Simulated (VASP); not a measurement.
GaP, 2 atoms in the cell. The structure is tetragonal, space group I-4m2 (No. 119). Conventional cell: a = 3.854 Å, b = 3.854 Å, c = 5.287 Å, α = 90.00°, β = 90.00°, γ = 90.00°. Ga (site symmetry -4m2) has 4 P at 2.34 Å within 3.1 Å. P (site symmetry -4m2) has 4 Ga at 2.34 Å within 3.1 Å.  This cell differs from its parent crystal: strain -0.0300 x Voigt [0, 1, 0, 0, 0, 0].

- Program: VASP 6.6.1
- Task: single point
- Functional: PBE
- Potentials or basis: VASP PAW PBE potentials, release 64 (Ga_d, P)
- Cutoff: 520 eV
- k mesh: 8 × 8 × 8
- Occupations: gaussian, width 0.05 eV
- Spin: no spin polarisation
- Dipole correction: no
- Further INCAR settings: ALGO = Normal; EDIFF = 1e-06; NBANDS = 16

Potentials or basis: VASP PAW PBE potentials, release 64 (Ga_d, P).

Command:

```console
$ cat potpaw_PBE.64/Ga_d/POTCAR potpaw_PBE.64/P/POTCAR > POTCAR
$ mpirun -np 1 vasp_std > vasp.out
```

Hardware: 1 thread of AMD EPYC 7R13 (shared host).

Task: Estimate the wall time of this run.

Result: Wall time 70 s on 1 thread of AMD EPYC 7R13 (shared host), peak memory 0.15 GiB. Counts: scf iterations 12, k points 59.
